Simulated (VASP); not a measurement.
SnTe, 2 atoms in the cell. It takes space group F-43m (No. 216, cubic). The conventional cell has a = 7.376 Å, b = 7.376 Å, c = 7.376 Å, α = 90.00°, β = 90.00°, γ = 90.00°. Te (site symmetry -43m) has 4 Sn at 3.19 Å within 4.2 Å. Within 4.2 Å of Sn (site symmetry -43m) lie 4 Te at 3.19 Å. 

```yaml
Program: VASP 6.6.1
Task: single point
Functional: BLYP
Potentials_or_basis: VASP PAW PBE potentials, release 64 (Te, Sn_d)
Cutoff: 520 eV
k_mesh: 7 × 7 × 7
Occupations: fermi-dirac, width 0.05 eV
Spin: no spin polarisation
Dipole_correction: no
Further_INCAR_settings: ALGO = Normal; EDIFF = 1e-07; NBANDS = 17
```

Potentials or basis: VASP PAW PBE potentials, release 64 (Te, Sn_d).

Run with:

```bash
$ cat potpaw_PBE.64/Te/POTCAR potpaw_PBE.64/Sn_d/POTCAR > POTCAR
$ mpirun -np 1 vasp_std > vasp.out
```

Hardware: 1 thread of Intel(R) Xeon(R) Platinum 8488C (Sapphire Rapids), on a shared host.

Question: How long does it take, and how much memory?

Answer: Wall time 65 s on 1 thread of Intel(R) Xeon(R) Platinum 8488C (Sapphire Rapids) (shared host), peak memory 0.24 GiB. Counts: scf iterations 15, k points 20.
